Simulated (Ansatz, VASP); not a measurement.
**One calculation of NaI, two programs**

```
Na I
1.0
     0.00000    3.33777    3.33777
     3.33777    0.00000    3.33777
     3.33777    3.33777    0.00000
Na I
1 1
Direct
  0.00000 0.00000 0.00000
  0.50000 0.50000 0.50000
```

Alike in both runs: task single point; functional r2SCAN; k mesh 6 × 6 × 6; occupations gaussian, width 0.02 eV; no spin polarisation.

```csv
,VASP,Ansatz
version,VASP 6.6.1,Ansatz 0.2.0
potentials or method,"VASP PAW PBE potentials, release 64 (Na_pv, I), cutoff 520 eV","scalar-relativistic, plane waves, PAW"
valence electrons in the cell,14,26
```

```csv
,VASP,Ansatz,Ansatz less VASP
gap on the k mesh at the Fermi level (eV),4.18,4.17,-0.008
least direct gap on the mesh (eV),4.18,4.17,-0.008
pressure (GPa),-1.4,-1.3,+0.05
```

VASP's potentials were made for PBE, not for r2SCAN. VASP's potentials hold 14 valence electrons a cell and Ansatz's 26, so a difference there can come from the potentials and not from the codes.

Neither program's run includes spin-orbit coupling.
